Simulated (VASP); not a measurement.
# Ca (Pm-3m) in VASP: a series of runs

The runs below take Ca through single point, with PBEsol+D3(BJ).

All numbers are computed with VASP 6.6.1; they aren't measurements. Logs are shortened: lines on timing, memory, paths and dates and some standing lists are left out, and cuts for length are marked.

## (1) The cell of the first run

It takes space group Pm-3m (No. 221, cubic). Conventional cell: a = 2.525 Å, b = 2.525 Å, c = 2.525 Å, α = 90.00°, β = 90.00°, γ = 90.00°. Ca (site symmetry m-3m) has 6 Ca at 2.52 Å within 3.3 Å.

## (2) Single point, PBEsol+D3(BJ)

Input file INCAR:

```
SYSTEM = Ca
ALGO = Normal
EDIFF = 1E-6
ENCUT = 500
GGA = PS
GGA_COMPAT = .False.
ISIF = 2
ISMEAR = 1
IVDW = 12
LASPH = .True.
LCHARG = .False.
LREAL = .False.
LWAVE = .False.
NBANDS = 11
NELM = 120
PREC = Accurate
SIGMA = 0.15
```

Input file KPOINTS:

```
k-points
0
Gamma
  9 9 9
  0 0 0
```

Input file POSCAR:

```
Ca
1.0
    2.5247547407      0.0000000000      0.0000000000
    0.0000000000      2.5247547407      0.0000000000
    0.0000000000      0.0000000000      2.5247547407
Ca
1
Direct
    0.0000000000      0.0000000000      0.0000000000
```

Potentials or basis: VASP PAW PBE potentials, release 64 (Ca_sv).

Run with:

```
$ cat potpaw_PBE.64/Ca_sv/POTCAR > POTCAR
$ mpirun -np 1 vasp_std > vasp.out
```

OUTCAR:

```text
SYSTEM = Ca
   EDIFF = 1E-6
   ENCUT = 500
   GGA = PS
   ISIF = 2
   ISMEAR = 1
   IVDW = 12
   LASPH = .True.
   LREAL = .False.
   NELM = 120
   PREC = Accurate
 IVDW          = 12

 ion  position               nearest neighbor table
   1  0.000  0.000  0.000-

  LATTYP: Found a simple cubic cell.
 ALAT       =     2.5247547407

  Lattice vectors:

 A1 = (   2.5247547407,   0.0000000000,   0.0000000000)
 A2 = (   0.0000000000,   2.5247547407,   0.0000000000)
 A3 = (   0.0000000000,   0.0000000000,   2.5247547407)

Analysis of symmetry for initial positions (statically):
=====================================================================
 Subroutine PRICEL returns:
 Original cell was already a primitive cell.

 Routine SETGRP: Setting up the symmetry group for a
 simple cubic supercell.

 Subroutine GETGRP returns: Found 48 space group operations
 (whereof 48 operations were pure point group operations)
 out of a pool of 48 trial point group operations.

The static configuration has the point symmetry O_h .

Analysis of symmetry for dynamics (positions and initial velocities):
=====================================================================
 Subroutine PRICEL returns:
 Original cell was already a primitive cell.

 Routine SETGRP: Setting up the symmetry group for a
 simple cubic supercell.

 Subroutine GETGRP returns: Found 48 space group operations
 (whereof 48 operations were pure point group operations)
 out of a pool of 48 trial point group operations.

The dynamic configuration has the point symmetry O_h .

 Subroutine INISYM returns: Found 48 space group operations
 (whereof 48 operations are pure point group operations),
 and found     1 'primitive' translations

----------------------------------------------------------------------------------------

                                     Primitive cell

  volume of cell :      16.0938

  direct lattice vectors                    reciprocal lattice vectors
     2.524754741  0.000000000  0.000000000     0.396078076  0.000000000  0.000000000
     0.000000000  2.524754741  0.000000000     0.000000000  0.396078076  0.000000000
     0.000000000  0.000000000  2.524754741     0.000000000  0.000000000  0.396078076

  length of vectors
     2.524754741  2.524754741  2.524754741     0.396078076  0.396078076  0.396078076

  position of ions in fractional coordinates (direct lattice)
     0.000000000  0.000000000  0.000000000

  ion indices of the primitive-cell ions
   primitive index   ion index
                 1           1

----------------------------------------------------------------------------------------

 KPOINTS: k-points

Automatic generation of k-mesh.
 Grid dimensions read from file:
 generate k-points for:    9    9    9

 Generating k-lattice:

  Cartesian coordinates                     Fractional coordinates (reciprocal lattice)
     0.044008675  0.000000000  0.000000000     0.111111111  0.000000000  0.000000000
     0.000000000  0.044008675  0.000000000     0.000000000  0.111111111  0.000000000
     0.000000000  0.000000000  0.044008675     0.000000000  0.000000000  0.111111111

  Length of vectors
     0.044008675  0.044008675  0.044008675

  Shift w.r.t. Gamma in fractional coordinates (k-lattice)
     0.000000000  0.000000000  0.000000000

 Subroutine IBZKPT returns following result:
 ===========================================

 Found     35 irreducible k-points:

 Following reciprocal coordinates:
            Coordinates               Weight
  0.000000  0.000000  0.000000      1.000000
  0.111111  0.000000  0.000000      6.000000
  0.222222  0.000000  0.000000      6.000000
  0.333333  0.000000  0.000000      6.000000
  0.444444  0.000000  0.000000      6.000000
  0.111111  0.111111  0.000000     12.000000
[... 16 lines left out ...]
  0.333333  0.333333  0.111111     24.000000
  0.444444  0.333333  0.111111     48.000000
 [... further k-points ...]
   k-points           NKPTS =     35   k-points in BZ     NKDIM =     35   number of bands    NBANDS=     11
   number of dos      NEDOS =    301   number of ions     NIONS =      1
   total plane-waves  NPLWV =   5832
   dimension x,y,z NGX =    18 NGY =   18 NGZ =   18
   dimension x,y,z NGXF=    36 NGYF=   36 NGZF=   36
   ions per type =               1
   NGX,Y,Z   is equivalent  to a cutoff of  11.85, 11.85, 11.85 a.u.
   NGXF,Y,Z  is equivalent  to a cutoff of  23.70, 23.70, 23.70 a.u.
 SYSTEM =  Ca
   PREC   = accura    normal or accurate (medium, high low for compatibility)
   ISTART =      0    job   : 0-new  1-cont  2-samecut
   ICHARG =      2    charge: 1-file 2-atom 10-const
   ISPIN  =      1    spin polarized calculation?
   LNONCOLLINEAR =      F non collinear calculations
   LSORBIT =      F    spin-orbit coupling
   LASPH  =      T    aspherical Exc in radial PAW
   ENCUT  =  500.0 eV  36.75 Ry    6.06 a.u.   4.60  4.60  4.60*2*pi/ulx,y,z
   NELM   =    120;   NELMIN=  2; NELMDL= -5     # of ELM steps
[... 59 lines left out ...]
      1     -34.3290      2.00000
      2     -13.5590      2.00000
      3     -13.5590      2.00000
      4     -13.5590      2.00000
      5       3.1536      2.00000
      6       6.9020      2.00035
      7       6.9020      2.00035
      8      15.7515      0.00000
      9      15.7515      0.00000
     10      15.7515      0.00000
     11      25.5881      0.00000

 k-point     2 :       0.1111    0.0000    0.0000
  band No.  band energies     occupation
      1     -34.2600      2.00000
      2     -13.9921      2.00000
      3     -13.5222      2.00000
      4     -13.5222      2.00000
      5       3.5834      2.00000
      6       7.0333      2.01555
      7       7.4123      0.23979
      8      15.1522      0.00000
      9      15.1522      0.00000
     10      15.7942      0.00000
     11      23.7818      0.00000

 k-point     3 :       0.2222    0.0000    0.0000
  band No.  band energies     occupation
      1     -34.0800      2.00000
      2     -14.9995      2.00000
      3     -13.4280      2.00000
      4     -13.4280      2.00000
      5       4.6106      2.00000
      6       7.3857      0.45787
      7       8.6806     -0.00000
      8      13.8930      0.00000
      9      13.8930      0.00000
     10      15.9038      0.00000
     11      21.2444      0.00000

 k-point     4 :       0.3333    0.0000    0.0000
  band No.  band energies     occupation
      1     -33.8648      2.00000
      2     -16.0317      2.00000
      3     -13.3184      2.00000
      4     -13.3184      2.00000
      5       5.9088      2.00000
      6       7.8290     -0.00003
      7       9.6672     -0.00000
      8      12.7249      0.00000
      9      12.7249      0.00000
     10      16.0315      0.00000
     11      19.9805      0.00000

 k-point     5 :       0.4444    0.0000    0.0000
  band No.  band energies     occupation
      1     -33.7177      2.00000
      2     -16.6589      2.00000
      3     -13.2454      2.00000
      4     -13.2454      2.00000
      5       7.1995      2.02278
      6       8.1491     -0.00000
      7       9.4291     -0.00000
      8      12.0567      0.00000
      9      12.0567      0.00000
     10      16.1166      0.00000
     11      20.2510      0.00000
[... 211 lines left out ...]
 k-point    21 :       0.3333    0.2222    0.1111
  band No.  band energies     occupation
      1     -33.5658      2.00000
      2     -15.7451      2.00000
      3     -14.5915      2.00000
      4     -13.5733      2.00000
      5       6.3398      2.00000
      6       8.8747     -0.00000
      7      10.5798      0.00000
      8      11.5256      0.00000
      9      13.7307      0.00000
     10      14.1396      0.00000
     11      21.3086      0.00000

 k-point    22 :       0.4444    0.2222    0.1111
  band No.  band energies     occupation
      1     -33.4245      2.00000
      2     -16.3439      2.00000
      3     -14.4858      2.00000
      4     -13.4933      2.00000
      5       6.4215      2.00000
      6       9.0721     -0.00000
      7      10.6420      0.00000
      8      10.7897      0.00000
      9      14.0531      0.00000
     10      15.3220      0.00000
     11      20.2925      0.00000

 k-point    23 :       0.3333    0.3333    0.1111
  band No.  band energies     occupation
      1     -33.3645      2.00000
      2     -15.6000      2.00000
      3     -15.4959      2.00000
      4     -13.4588      2.00000
      5       5.6688      2.00000
      6       9.1183     -0.00000
      7      11.5572      0.00000
      8      11.6299      0.00000
      9      13.7914      0.00000
     10      14.7941      0.00000
     11      21.0841      0.00000

 k-point    24 :       0.4444    0.3333    0.1111
  band No.  band energies     occupation
      1     -33.2273      2.00000
      2     -16.1323      2.00000
      3     -15.4160      2.00000
      4     -13.3823      2.00000
      5       5.0851      2.00000
      6       9.5767     -0.00000
      7      11.0171      0.00000
      8      11.8183      0.00000
      9      14.3963      0.00000
     10      16.3114      0.00000
     11      19.9271      0.00000

 [... further k-points ...]

------------------------ aborting loop because EDIFF is reached ----------------------------------------

 Edisp (eV)   -0.64634

 E8    (eV) :    -0.4693

  FORCE on cell =-STRESS in cart. coord.  units (eV):
  Direction    XX          YY          ZZ          XY          YZ          ZX
  --------------------------------------------------------------------------------------
  -------------------------------------------------------------------------------------
  Total       4.47743     4.47743     4.47743     0.00000     0.00000     0.00000
  in kB     445.74020   445.74020   445.74020     0.00000     0.00000     0.00000
  external pressure =      445.74 kB  Pullay stress =        0.00 kB

 VOLUME and BASIS-vectors are now :
 -----------------------------------------------------------------------------
  energy-cutoff  :      500.00
  volume of cell :       16.09
      direct lattice vectors                 reciprocal lattice vectors
     2.524754741  0.000000000  0.000000000     0.396078076  0.000000000  0.000000000
     0.000000000  2.524754741  0.000000000     0.000000000  0.396078076  0.000000000
     0.000000000  0.000000000  2.524754741     0.000000000  0.000000000  0.396078076

 POSITION                                       TOTAL-FORCE (eV/Angst)
 -----------------------------------------------------------------------------------
      0.00000      0.00000      0.00000         0.000000      0.000000      0.000000
 -----------------------------------------------------------------------------------
    total drift:                                0.000000      0.000000     -0.000000

  FREE ENERGIE OF THE ION-ELECTRON SYSTEM (eV)
  ---------------------------------------------------
  free  energy   TOTEN  =        -0.3659642607 eV

  energy  without entropy=       -0.3631883190  energy(sigma->0) =       -0.36503895
```

Wall time 5.4 s (1 thread of AMD EPYC 9R45 (Zen 5), shared host); peak memory 0.09 GiB.

What came out:

| Quantity | Value |
| --- | --- |
| Free energy | -0.3660 eV |
| Pressure | 44.6 GPa |
| Band gap on the k mesh | zero (band 5 reaches 7.44 eV, above the bottom of band 6 at 6.54 eV) |
| Dispersion energy per atom | -0.646 eV |

Caveat: three body term missing; the PAW data sets were made with another functional, which shifts forces and pressure a little; pairwise dispersion overbinds metals, which lowers pressure and volume.

## (3) Single point, PBEsol+D3(BJ)

This run uses another cell than the first one, of 16.54 Å³/atom, 1.028 times its volume.

Input file INCAR:

```
PREC = Accurate ; ENCUT = 500
EDIFF = 1E-6 ; ISMEAR = 1
SIGMA = 0.15 ; LREAL = False
LASPH = True ; NELM = 120
ALGO = Normal ; ISIF = 2
LWAVE = False ; LCHARG = True
GGA = PS ; IVDW = 12
LELF = True ; LVHAR = True
NBANDS = 11 ; GGA_COMPAT = False
```

Input file KPOINTS:

```
regular mesh
0
Gamma
  9 9 9
```

Input file POSCAR:

```
Ca
1.0
    2.5479189222      0.0000000000      0.0000000000
    0.0000000000      2.5479189222      0.0000000000
    0.0000000000      0.0000000000      2.5479189222
Ca
1
Direct
    0.0000000000      0.0000000000      0.0000000000
```

Potentials or basis: VASP PAW PBE potentials, release 64 (Ca_sv).

Run with:

```
$ cat potpaw_PBE.64/Ca_sv/POTCAR > POTCAR
$ mpirun -np 1 vasp_std > vasp.out
```

It took 6.5 s on 1 thread of AMD EPYC 9R45 (Zen 5), shared host; peak memory 0.1 GiB.

The run converged. Its results:

```yaml
Free_energy: -0.4878 eV
Pressure: 42.5 GPa
Band_gap_on_the_k_mesh: zero (band 5 reaches 7.15 eV, above the bottom of band 6 at 6.40 eV)
Dispersion_energy_per_atom: -0.629 eV
```

Levels at points of the mesh, in eV from the Fermi level:
```csv
k point,band 1,band 2,band 3,band 4,band 5,band 6,band 7,band 8,band 9,band 10
"(0.00, 0.00, 0.00)",-41.61,-20.97,-20.97,-20.97,-4.23,-0.37,-0.37,8.25,8.25,8.25
```

Caveat: three body term missing; the PAW data sets were made with another functional, which shifts forces and pressure a little; pairwise dispersion overbinds metals, which lowers pressure and volume.

## (4) Single point, PBEsol+D3(BJ)

This run uses another cell than the first one, of 16.99 Å³/atom, 1.056 times its volume.

Input file INCAR:

```
SYSTEM = Ca
  ALGO = Normal
  EDIFF = 1E-6
  ENCUT = 500
  GGA = PS
  GGA_COMPAT = .False.
  ISIF = 2
  ISMEAR = 1
  IVDW = 12
  LASPH = .True.
  LCHARG = .True.
  LELF = .True.
  LREAL = .False.
  LVHAR = .True.
  LWAVE = .False.
  NBANDS = 11
  NELM = 120
  PREC = Accurate
  SIGMA = 0.15
```

Input file KPOINTS:

```
k-points
0
Gamma
  9 9 9
  0 0 0
```

Input file POSCAR:

```
Ca
1.0
    2.5706694021      0.0000000000      0.0000000000
    0.0000000000      2.5706694021      0.0000000000
    0.0000000000      0.0000000000      2.5706694021
Ca
1
Direct
    0.0000000000      0.0000000000      0.0000000000
```

Run with:

```
$ cat potpaw_PBE.64/Ca_sv/POTCAR > POTCAR
$ mpirun -np 1 vasp_std > vasp.out
```

It took 5.4 s on 1 thread of AMD EPYC 9R45 (Zen 5), shared host; peak memory 0.1 GiB.

It converged, with:

```
Free energy                : -0.6033 eV
Pressure                   : 39.8 GPa
Band gap on the k mesh     : zero (band 5 reaches 6.88 eV, above the bottom of band 6 at 6.27 eV)
Dispersion energy per atom : -0.612 eV
```

Levels at points of the mesh, in eV from the Fermi level:
```tsv
k point	band 3	band 4	band 5	band 6	band 7	band 8
(0.00, 0.00, 0.00)	-21.01	-21.01	-4.24	-0.26	-0.26	8.13
```

Caveat: three body term missing; the PAW data sets were made with another functional, which shifts forces and pressure a little; pairwise dispersion overbinds metals, which lowers pressure and volume.

## (5) Single point, PBEsol+D3(BJ)

This run uses another cell than the first one, of 17.43 Å³/atom, 1.083 times its volume.

Input file INCAR:

```
ALGO     = Normal         # electronic algorithm
EDIFF    = 1E-6           # SCF threshold, eV
ENCUT    = 500            # plane-wave cutoff, eV
GGA      = PS             # functional
GGA_COMPAT= F            
ISIF     = 2              # what is computed and relaxed
ISMEAR   = 1              # smearing method
IVDW     = 12             # dispersion correction
LASPH    = T              # aspherical terms in the spheres
LCHARG   = T              # write CHGCAR
LELF     = T              # ELF
LREAL    = F              # projectors in reciprocal space
LVHAR    = T            
LWAVE    = F              # write WAVECAR
NBANDS   = 11             # bands
NELM     = 120            # most SCF steps
PREC     = Accurate       # precision mode
SIGMA    = 0.15           # smearing width, eV
```

Input file KPOINTS:

```
k-points
0
Gamma
  9 9 9
```

Input file POSCAR:

```
Ca
1.0
    2.5930241711      0.0000000000      0.0000000000
    0.0000000000      2.5930241711      0.0000000000
    0.0000000000      0.0000000000      2.5930241711
Ca
1
Direct
    0.0000000000      0.0000000000      0.0000000000
```

Run with:

```
$ cat potpaw_PBE.64/Ca_sv/POTCAR > POTCAR
$ mpirun -np 1 vasp_std > vasp.out
```

It took 6.5 s on 1 thread of AMD EPYC 9R45 (Zen 5), shared host; peak memory 0.1 GiB.

Results (log left out):

```
Free energy                : -0.7102 eV
Pressure                   : 36.6 GPa
Band gap on the k mesh     : zero (band 5 reaches 6.62 eV, above the bottom of band 6 at 6.14 eV)
Dispersion energy per atom : -0.596 eV
```

Levels at points of the mesh, in eV from the Fermi level:
```tsv
k point	band 3	band 4	band 5	band 6	band 7	band 8
(0.00, 0.00, 0.00)	-21.01	-21.01	-4.23	-0.13	-0.13	8.05
```

Caveat: three body term missing; the PAW data sets were made with another functional, which shifts forces and pressure a little; pairwise dispersion overbinds metals, which lowers pressure and volume.

## (6) Single point, PBEsol+D3(BJ)

This run uses another cell than the first one, of 17.88 Å³/atom, 1.111 times its volume.

Input file INCAR:

```
SYSTEM = Ca
PREC = Accurate
ENCUT = 500
EDIFF = 1E-6
ISMEAR = 1
SIGMA = 0.15
LREAL = .False.
LASPH = .True.
NELM = 120
ALGO = Normal
ISIF = 2
LWAVE = .False.
LCHARG = .False.
GGA = PS
IVDW = 12
NBANDS = 11
GGA_COMPAT = .False.
```

Input file KPOINTS:

```
regular mesh
0
Gamma
  9 9 9
  0 0 0
```

Input file POSCAR:

```
Ca
1.0
    2.6150000000      0.0000000000      0.0000000000
    0.0000000000      2.6150000000      0.0000000000
    0.0000000000      0.0000000000      2.6150000000
Ca
1
Direct
    0.0000000000      0.0000000000      0.0000000000
```

Potentials or basis: VASP PAW PBE potentials, release 64 (Ca_sv).

Run with:

```
$ cat potpaw_PBE.64/Ca_sv/POTCAR > POTCAR
$ mpirun -np 1 vasp_std > vasp.out
```

Run time: 5.5 s. Hardware: 1 thread of AMD EPYC 9R45 (Zen 5), shared host; peak memory 0.1 GiB.

The run converged. Its results:

* Free energy: -0.8090 eV
* Pressure: 34.0 GPa
* Band gap on the k mesh: zero (band 5 reaches 6.37 eV, above the bottom of band 6 at 6.02 eV)
* Dispersion energy per atom: -0.581 eV

Levels at points of the mesh, in eV from the Fermi level:
```csv
k point,band 3,band 4,band 5,band 6,band 7,band 8
"(0.00, 0.00, 0.00)",-21.02,-21.02,-4.22,-0.03,-0.03,7.95
```

Caveat: three body term missing; the PAW data sets were made with another functional, which shifts forces and pressure a little; pairwise dispersion overbinds metals, which lowers pressure and volume.

## (7) Summary

| cell | gap on the mesh (eV) | pressure (GPa) |
| --- | --- | --- |
| a = 2.525 Å, 1 atom | none | 44.6 |
| a = 2.548 Å, 1 atom | none | 42.5 |
| a = 2.571 Å, 1 atom | none | 39.8 |
| a = 2.593 Å, 1 atom | none | 36.6 |
| a = 2.615 Å, 1 atom | none | 34.0 |

Alike in all rows: task single point; level PBEsol+D3(BJ); potentials or basis VASP PAW PBE potentials, release 64 (Ca_sv); no spin polarisation; k mesh 9 × 9 × 9; cutoff (eV) 500; smearing methfessel-paxton 0.15 eV.

Caveats: three body term missing; the PAW data sets were made with another functional, which shifts forces and pressure a little; pairwise dispersion overbinds metals, which lowers pressure and volume.

Total energies depend on the potentials used, so only differences within one code and one set of settings carry meaning.
